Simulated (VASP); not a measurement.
Write the native input for VASP 6.6.1 that does the following.

```
Task                   : single point
Functional             : PBE
Potentials or basis    : VASP PAW PBE potentials, release 64 (Au)
Cutoff                 : 520 eV
k mesh                 : 18 × 18 × 7
Occupations            : gaussian, width 0.1 eV
Spin                   : no spin polarisation
Dipole correction      : no
Further INCAR settings : ALGO = Fast; EDIFF = 1e-07; NBANDS = 24
```

The structure of Au lies in POSCAR:

```
Au
1.0
    2.9512575303      0.0000000000      0.0000000000
   -1.4756287651      2.5558639944      0.0000000000
    0.0000000000      0.0000000000      7.1491942255
Au
3
Direct
    0.0000000000      0.0000000000      0.0000000000
    0.3333333333      0.6666666667      0.3333333333
    0.6666666667      0.3333333333      0.6666666667
```

The input as run:

INCAR

```
PREC = Accurate
ENCUT = 520
EDIFF = 1E-7
ISMEAR = 0
SIGMA = 0.1
LREAL = False
LASPH = True
NELM = 80
ALGO = Fast
ISIF = 2
LWAVE = False
LCHARG = False
GGA = PE
NBANDS = 24
```

KPOINTS

```
regular mesh
0
Gamma
  18 18 7
```

Potentials or basis: VASP PAW PBE potentials, release 64 (Au).

Launch:

```bash
$ cat potpaw_PBE.64/Au/POTCAR > POTCAR
$ mpirun -np 1 vasp_std > vasp.out
```

Results of the run:

```
Pressure               : -0.2 GPa
Band gap on the k mesh : zero (an odd number of electrons rules out a gap without spin polarisation)
```

Caveat: spin-orbit coupling is left out, which moves the levels of the heavy elements.

Run time: 6.5 min on 1 thread of Intel Xeon 8259CL, on a shared host, peak memory 0.35 GiB.
